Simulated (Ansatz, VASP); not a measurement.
**Two plane-wave programs on Mg**

```
Mg
1.0
    -1.73089    1.73089    1.81501
     1.73089   -1.73089    1.81501
     1.73089    1.73089   -1.81501
Mg
1
Direct
  0.00000 0.00000 0.00000
```

Alike in both runs: task single point; functional PBE; k mesh 20 × 20 × 20; occupations gaussian, width 0.15 eV; no spin polarisation.

```csv
,VASP,Ansatz
version,VASP 6.6.1,Ansatz 0.2.0
potentials or method,"VASP PAW PBE potentials, release 64 (Mg), cutoff 520 eV","scalar-relativistic, plane waves, PAW"
valence electrons in the cell,2,10
```

```csv
,VASP,Ansatz,Ansatz less VASP
gap on the k mesh at the Fermi level (eV),none,none,-
pressure (GPa),2.0,2.1,+0.12
"traceless stress, the component that is largest in VASP (GPa)",-0.07,-0.07,0.000
```

A gap of «none» marks a metal or a gap that the smearing closes. VASP's potentials hold 2 valence electrons a cell and Ansatz's 10, so a difference there can come from the potentials and not from the codes.
